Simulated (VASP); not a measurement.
# Br (Fd-3m) in VASP: single point with PBE

Aim: the single point of Br with PBE.

All numbers are computed with VASP 6.6.1; they aren't measurements. Logs are shortened: lines on timing, memory, paths and dates and some standing lists are left out, and cuts for length are marked.

## 1. The cell of the first run

Symmetry: Fd-3m, No. 227, cubic system. Conventional cell: a = 5.168 Å, b = 5.168 Å, c = 5.168 Å, α = 90.00°, β = 90.00°, γ = 90.00°. Within 3.0 Å of Br (site symmetry -43m) lie 4 Br at 2.24 Å.

## 2. Single point, PBE (17.25 Å³/atom)

Contents of POSCAR:

```
Br
1.0
    0.0000000000      2.5837637304      2.5837637304
    2.5837637304      0.0000000000      2.5837637304
    2.5837637304      2.5837637304      0.0000000000
Br
2
Direct
   -0.1250000000     -0.1250000000     -0.1250000000
    0.1250000000      0.1250000000      0.1250000000
```

Contents of INCAR.step1:

```
  PREC = Accurate
  ENCUT = 520
  EDIFF = 1E-6
  ISMEAR = -1
  SIGMA = 0.08
  LREAL = False
  LASPH = True
  NELM = 100
  ALGO = Normal
  ISIF = 2
  LWAVE = False
  LCHARG = True
  GGA = PE
  NBANDS = 14
```

Contents of KPOINTS.step1:

```
Automatic mesh
0
Gamma
  11 11 11
```

Contents of INCAR.step2:

```
  PREC = Accurate
  ENCUT = 520
  EDIFF = 1E-6
  ISMEAR = -5
  SIGMA = 0.08
  LREAL = False
  LASPH = True
  NELM = 100
  ALGO = Normal
  ISIF = 2
  LWAVE = False
  LCHARG = False
  GGA = PE
  LORBIT = 11
  NBANDS = 14
  NEDOS = 2001
  ICHARG = 11
```

Contents of KPOINTS.step2:

```
Automatic mesh
0
Gamma
  17 17 17
```

Potentials or basis: VASP PAW PBE potentials, release 64 (Br).

Command:

```bash
> cat potpaw_PBE.64/Br/POTCAR > POTCAR
> cp INCAR.step1 INCAR
> cp KPOINTS.step1 KPOINTS
> mpirun -np 1 vasp_std > vasp.out
> cp INCAR.step2 INCAR
> cp KPOINTS.step2 KPOINTS
> mpirun -np 1 vasp_std > vasp.out
```

OUTCAR:

```text
PREC = Accurate
   ENCUT = 520
   EDIFF = 1E-6
   ISMEAR = -5
   LREAL = False
   LASPH = True
   NELM = 100
   ISIF = 2
   GGA = PE
   LORBIT = 11
   ICHARG = 11

 ion  position               nearest neighbor table
   1  0.875  0.875  0.875-   2 2.24   2 2.24   2 2.24   2 2.24
   2  0.125  0.125  0.125-   1 2.24   1 2.24   1 2.24   1 2.24

  LATTYP: Found a face centered cubic cell.
 ALAT       =     5.1675274608

  Lattice vectors:

 A1 = (   0.0000000000,   2.5837637304,   2.5837637304)
 A2 = (   2.5837637304,   0.0000000000,   2.5837637304)
 A3 = (   2.5837637304,   2.5837637304,   0.0000000000)

Analysis of symmetry for initial positions (statically):
=====================================================================
 Subroutine PRICEL returns:
 Original cell was already a primitive cell.

 Routine SETGRP: Setting up the symmetry group for a
 face centered cubic supercell.

 Subroutine GETGRP returns: Found 48 space group operations
 (whereof 12 operations were pure point group operations)
 out of a pool of 48 trial point group operations.

The static configuration has the point symmetry D_3d.
 The point group associated with its full space group is O_h .

Analysis of symmetry for dynamics (positions and initial velocities):
=====================================================================
 Subroutine PRICEL returns:
 Original cell was already a primitive cell.

 Routine SETGRP: Setting up the symmetry group for a
 face centered cubic supercell.

 Subroutine GETGRP returns: Found 48 space group operations
 (whereof 12 operations were pure point group operations)
 out of a pool of 48 trial point group operations.

The dynamic configuration has the point symmetry D_3d.
 The point group associated with its full space group is O_h .

 Subroutine INISYM returns: Found 48 space group operations
 (whereof 12 operations are pure point group operations),
 and found     1 'primitive' translations

----------------------------------------------------------------------------------------

                                     Primitive cell

  volume of cell :      34.4976

  direct lattice vectors                    reciprocal lattice vectors
     0.000000000  2.583763730  2.583763730    -0.193516146  0.193516146  0.193516146
     2.583763730  0.000000000  2.583763730     0.193516146 -0.193516146  0.193516146
     2.583763730  2.583763730  0.000000000     0.193516146  0.193516146 -0.193516146

  length of vectors
     3.653993709  3.653993709  3.653993709     0.335179797  0.335179797  0.335179797

  position of ions in fractional coordinates (direct lattice)
     0.875000000  0.875000000  0.875000000
     0.125000000  0.125000000  0.125000000

  ion indices of the primitive-cell ions
   primitive index   ion index
                 1           1
                 2           2

----------------------------------------------------------------------------------------

 KPOINTS: Automatic mesh

Automatic generation of k-mesh.
 Grid dimensions read from file:
 generate k-points for:   17   17   17

 Generating k-lattice:

  Cartesian coordinates                     Fractional coordinates (reciprocal lattice)
    -0.011383303  0.011383303  0.011383303     0.058823529  0.000000000  0.000000000
     0.011383303 -0.011383303  0.011383303     0.000000000  0.058823529  0.000000000
     0.011383303  0.011383303 -0.011383303     0.000000000  0.000000000  0.058823529

  Length of vectors
     0.019716459  0.019716459  0.019716459

  Shift w.r.t. Gamma in fractional coordinates (k-lattice)
     0.000000000  0.000000000  0.000000000

 TETIRR: Found    693 inequivalent tetrahedra from    29478

 Subroutine IBZKPT returns following result:
 ===========================================

 Found    165 irreducible k-points:

 Following reciprocal coordinates:
            Coordinates               Weight
  0.000000  0.000000  0.000000      1.000000
  0.058824  0.000000  0.000000      8.000000
  0.117647  0.000000  0.000000      8.000000
  0.176471  0.000000  0.000000      8.000000
  0.235294  0.000000  0.000000      8.000000
  0.294118  0.000000  0.000000      8.000000
[... 16 lines left out ...]
 -0.176471  0.058824  0.000000     24.000000
 -0.117647  0.058824  0.000000     24.000000
 [... further k-points ...]
   k-points           NKPTS =    165   k-points in BZ     NKDIM =    165   number of bands    NBANDS=     14
   number of dos      NEDOS =   2001   number of ions     NIONS =      2
   total plane-waves  NPLWV =  21952
   dimension x,y,z NGX =    28 NGY =   28 NGZ =   28
   dimension x,y,z NGXF=    56 NGYF=   56 NGZF=   56
   ions per type =               2
   NGX,Y,Z   is equivalent  to a cutoff of  12.74, 12.74, 12.74 a.u.
   NGXF,Y,Z  is equivalent  to a cutoff of  25.48, 25.48, 25.48 a.u.
 SYSTEM =  unknown system
   PREC   = accura    normal or accurate (medium, high low for compatibility)
   ISTART =      0    job   : 0-new  1-cont  2-samecut
   ICHARG =     11    charge: 1-file 2-atom 10-const
   ISPIN  =      1    spin polarized calculation?
   LNONCOLLINEAR =      F non collinear calculations
   LSORBIT =      F    spin-orbit coupling
   LASPH  =      T    aspherical Exc in radial PAW
   ENCUT  =  520.0 eV  38.22 Ry    6.18 a.u.   6.79  6.79  6.79*2*pi/ulx,y,z
   NELM   =    100;   NELMIN=  2; NELMDL=  0     # of ELM steps
   EDIFF  = 0.1E-05   stopping-criterion for ELM
   LREAL  =      F    real-space projection
   EDIFFG = 0.1E-04   stopping-criterion for IOM
   NSW    =      0    number of steps for IOM
   IBRION =     -1    ionic relax: 0-MD 1-quasi-New 2-CG
   NFREE  =      0    steps in history (QN), initial steepest desc. (CG)
   ISIF   =      2    stress and relaxation
   ISYM   =      2    0-nonsym 1-usesym 2-fastsym
   POTIM  = 0.5000    time-step for ionic-motion
   TEBEG  =    0.0;   TEEND  =   0.0 temperature during run
   PSTRESS=    0.0 pullay stress
   NELECT =      14.0000    total number of electrons
   NUPDOWN=      -1.0000    fix difference up-down
   EMIN   =  10.00;   EMAX   =-10.00  energy-range for DOS
   EFERMI =   0.00;   METHOD = LEGACY
   ISMEAR =    -5;   SIGMA  =   0.08  broadening in eV -4-tet -1-fermi 0-gaus
   EFERMI_NEDOS =   21; number of points for ismear=-14 and -15
   IALGO  =     38    algorithm
   IMIX   =      4    mixing-type and parameters
     AMIX     =   0.40;   BMIX     =  1.00
     AMIX_MAG =   1.60;   BMIX_MAG =  1.00
  volume/ion in A,a.u.               =      17.25       116.40
  Fermi-wavevector in a.u.,A,eV,Ry     =   1.212052  2.290447 19.987923  1.469071
  Thomas-Fermi vector in A             =   2.347549
   LORBIT       =     11    0 simple, 1 ext, 2 COOP (PROOUT), +10 PAW based schemes
   GGA     = PE    functional components
   LHFCALC =     F    Hartree Fock is set to
   AEXX    =    0.0000 exact exchange contribution
   IVDW    =     0    specifies the selected vdW correction
   LEPSILON=     F    determine dielectric tensor
   LRPA    =     F    only Hartree local field effects (RPA)
 non-spin polarized calculation
 Fermi weights with tetrahedron method with Bloechl corrections
  energy-cutoff  :      520.00
  volume of cell :       34.50
 maximum number of plane-waves:       946

 number of electron      13.9999996 magnetization

 Free energy of the ion-electron system (eV)
  ---------------------------------------------------
  ext. energy  EPLUGINS =         0.00000000
  ---------------------------------------------------
  free energy    TOTEN  =         5.54245055 eV

  energy without entropy =        5.54245055  energy(sigma->0) =        5.54245055

 E-fermi :   8.9212     XC(G=0): -10.9782

 val. band max:        8.9653777602   @ k =   0.4118   0.2353   0.0000
 cond. band min:       8.9040989098   @ k =  -0.4118   0.3529   0.1176
 fundamental gap:     -0.0612788504
 Fermi energy:         8.9212292248

 k-point     1 :       0.0000    0.0000    0.0000
  band No.  band energies     occupation
      1     -14.1447      2.00000
      2      -2.6070      2.00000
      3       1.1719      2.00000
      4       1.1719      2.00000
      5       1.1719      2.00000
      6       5.3619      2.00000
      7       5.3619      2.00000
      8       5.3619      2.00000
      9      12.7128      0.00000
     10      15.3325      0.00000
     11      15.3325      0.00000
     12      18.5674      0.00000
     13      18.5674      0.00000
     14      18.5674      0.00000

 k-point     2 :       0.0588    0.0000    0.0000
  band No.  band energies     occupation
      1     -14.1023      2.00000
      2      -2.8929      2.00000
      3       1.1123      2.00000
      4       1.1123      2.00000
      5       1.3132      2.00000
      6       5.4533      2.00000
      7       5.4533      2.00000
      8       5.4649      2.00000
      9      12.8944      0.00000
     10      15.1636      0.00000
     11      15.1636      0.00000
     12      18.3926      0.00000
     13      18.9064      0.00000
     14      18.9064      0.00000
[... 343 lines left out ...]
      1     -13.6490      2.00000
      2      -4.8923      2.00000
      3       0.2494      2.00000
      4       0.7733      2.00000
      5       2.0223      2.00000
      6       6.0139      2.00000
      7       6.1663      2.00000
      8       6.9852      2.00000
      9      14.0734      0.00000
     10      14.3595      0.00000
     11      14.8622      0.00000
     12      17.9941      0.00000
     13      20.6604      0.00000
     14      21.9108      0.00000

 k-point    24 :      -0.1176    0.0588    0.0000
  band No.  band energies     occupation
      1     -13.8791      2.00000
      2      -4.0259      2.00000
      3       0.5426      2.00000
      4       0.9702      2.00000
      5       1.8780      2.00000
      6       5.6996      2.00000
      7       5.7511      2.00000
      8       6.3412      2.00000
      9      13.7376      0.00000
     10      14.3240      0.00000
     11      14.9713      0.00000
     12      18.2109      0.00000
     13      19.5525      0.00000
     14      20.6983      0.00000

 [... further k-points ...]

------------------------ aborting loop because EDIFF is reached ----------------------------------------

  FORCE on cell =-STRESS in cart. coord.  units (eV):
  Direction    XX          YY          ZZ          XY          YZ          ZX
  --------------------------------------------------------------------------------------
  -------------------------------------------------------------------------------------
  Total       21.9398756     21.9398756     21.9398756     -0.0000000     -0.0000000      0.0000000
  in kB     1018.9581676   1018.9581676   1018.9581676     -0.0000000     -0.0000000      0.0000000
  external PRESSURE =    1018.9581676 kB  Pullay stress =       0.0000000 kB

 VOLUME and BASIS-vectors are now :
 -----------------------------------------------------------------------------
  energy-cutoff  :      520.00
  volume of cell :       34.50
      direct lattice vectors                 reciprocal lattice vectors
     0.000000000  2.583763730  2.583763730    -0.193516146  0.193516146  0.193516146
     2.583763730  0.000000000  2.583763730     0.193516146 -0.193516146  0.193516146
     2.583763730  2.583763730  0.000000000     0.193516146  0.193516146 -0.193516146

 POSITION                                       TOTAL-FORCE (eV/Angst)
 -----------------------------------------------------------------------------------
      4.52159      4.52159      4.52159        -0.000000     -0.000000     -0.000000
      0.64594      0.64594      0.64594         0.000000      0.000000      0.000000
 -----------------------------------------------------------------------------------
    total drift:                                0.000000     -0.000000      0.000000

  FREE ENERGIE OF THE ION-ELECTRON SYSTEM (eV)
  ---------------------------------------------------
  free  energy   TOTEN  =         5.5424505489 eV

  energy  without entropy=        5.5424505489  energy(sigma->0) =        5.54245055

 total charge

# of ion       s       p       d       tot
------------------------------------------
    1        1.713   3.165   0.291   5.168
    2        1.713   3.165   0.291   5.168
--------------------------------------------------
tot          3.426   6.329   0.582  10.337
```

It took 91 s on 1 thread of Intel Xeon 8259CL, shared host; peak memory 0.19 GiB.

Results:

```
Valence electrons inside the program's atomic spheres : Br 5.17
```
